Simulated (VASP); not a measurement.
# PbS: electric field gradients with LDA

PbS:

```
Pb S
1.0
     0.00000    2.97485    2.97485
     2.97485    0.00000    2.97485
     2.97485    2.97485    0.00000
Pb S
1 1
Direct
  0.00000 0.00000 0.00000
  0.50000 0.50000 0.50000
```

This cell differs from its parent crystal: volume scaled by 1.01.

```yaml
Program: VASP 6.6.1
Task: electric field gradients
Functional: LDA
Potentials_or_basis: VASP PAW LDA potentials, release 64 (Pb_d, S)
Cutoff: 520 eV
k_mesh: 7 × 7 × 7
Occupations: fermi-dirac, width 0.01 eV
Spin: no spin polarisation
Dipole_correction: no
Further_INCAR_settings: ALGO = Normal; EDIFF = 1e-08; NBANDS = 17
```

The pressure is -3.1 GPa.

Levels at points of the mesh, in eV from the Fermi level:
```csv
k point,band 7,band 8,band 9,band 10,band 11,band 12,band 13,band 14
"(0.00, 0.00, 0.00)",-6.04,-2.06,-2.06,-2.06,5.10,5.10,5.10,6.73
```

Run time: 28 s on 1 thread of Intel Xeon 8259CL (shared host), peak memory 0.15 GiB.

Caveat: this odd mesh misses L, where the gap lies, so gap, dielectric constants and Born charges aren't listed; without QUAD_EFG the Cq values of the log hold for a quadrupole moment of 1 mb, not for the nuclei; spin-orbit coupling is left out, which moves the levels of the heavy elements.
